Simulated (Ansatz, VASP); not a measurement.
**One calculation of Cr, two programs**

Contents of INCAR:

```
PREC     = Accurate       # precision mode
ENCUT    = 520            # plane-wave cutoff, eV
EDIFF    = 1E-6           # SCF threshold, eV
ISMEAR   = 0              # smearing method
SIGMA    = 0.15           # smearing width, eV
LREAL    = F              # projectors in reciprocal space
LASPH    = T              # aspherical terms in the spheres
NELM     = 60             # most SCF steps
ALGO     = Fast           # electronic algorithm
ISIF     = 2              # what is computed and relaxed
LWAVE    = F              # write WAVECAR
LCHARG   = F              # write CHGCAR
GGA      = PE             # functional
NBANDS   = 12             # bands
```

The input KPOINTS:

```
regular mesh
0
Gamma
  22 22 22
```

Contents of POSCAR:

```
Cr
1.0
   -0.0092000000      1.8400000000      1.8400000000
    1.8400000000     -0.0092000000      1.8400000000
    1.8308000000      1.8308000000      0.0000000000
Cr
1
Direct
    0.0000000000      0.0000000000      0.0000000000
```

Input for Ansatz:

```yaml
crystal:
  lattice:
    - [-0.0092, 1.84, 1.84]
    - [1.84, -0.0092, 1.84]
    - [1.8308, 1.8308, 0.0]
  atoms:
    - { symbol: Cr, position: [0.0, 0.0, 0.0] }
basis:
  ecutwfc: 420
kpoints:
  mp_grid: { grid: [22, 22, 22] }
hamiltonian:
  xc: pbe
scf:
  occupations: { method: gaussian, width: 0.15 }
output:
  forces: true
  stress: true
  eigenvalues: true
```

Change from the starting cell: strain -0.0100 x Voigt [0, 0, 0, 0, 0, 1], atoms carried along.

Alike in both runs: task single point; functional PBE; k mesh 22 × 22 × 22; occupations gaussian, width 0.15 eV; no spin polarisation.

```csv
,VASP,Ansatz
version,VASP 6.6.1,Ansatz 0.2.0
potentials or method,"VASP PAW PBE potentials, release 64 (Cr_pv), cutoff 520 eV","scalar-relativistic, plane waves, PAW"
valence electrons in the cell,12,14
```

```tsv
	VASP	Ansatz	Ansatz less VASP
gap on the k mesh at the Fermi level (eV)	none	none	-
pressure (GPa)	-10.4	-10.1	+0.30
traceless stress, the component that is largest in VASP (GPa)	-0.83	-0.85	-0.022
```

A gap of «none» marks a metal or a gap that the smearing closes. VASP's potentials hold 12 valence electrons a cell and Ansatz's 14, so a difference there can come from the potentials and not from the codes.
